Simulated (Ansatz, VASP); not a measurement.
## Rh in VASP and in Ansatz

```
CELL_PARAMETERS angstrom
2.77388 0.00000 0.00000
-1.38694 2.40225 0.00000
0.00000 0.00000 4.46895
ATOMIC_POSITIONS crystal
Rh 0.33333 0.66667 0.25000
Rh 0.66667 0.33333 0.75000
```

Alike in both runs: task single point; functional revPBE; k mesh 15 × 15 × 8; occupations fermi-dirac, width 0.1 eV; no spin polarisation.

|  | VASP | Ansatz |
| --- | --- | --- |
| version | VASP 6.6.1 | Ansatz 0.2.0 |
| potentials or method | VASP PAW PBE potentials, release 64 (Rh_pv), cutoff 520 eV | plane waves (420 eV) with PAW, scalar-relativistic |
| valence electrons in the cell | 30 | 34 |

VASP gave:

| Quantity | Value |
| --- | --- |
| pressure (GPa) | -8.4 |
| traceless stress, the component that is largest in VASP (GPa) | -0.32 |

Question: What did Ansatz give for the same quantities?

Answer: Pressure (GPa): -8.5; traceless stress, the component that is largest in VASP (GPa): -0.34.

VASP's potentials were made for PBE, not for revPBE. VASP's potentials hold 30 valence electrons a cell and Ansatz's 34, so a difference there can come from the potentials and not from the codes.
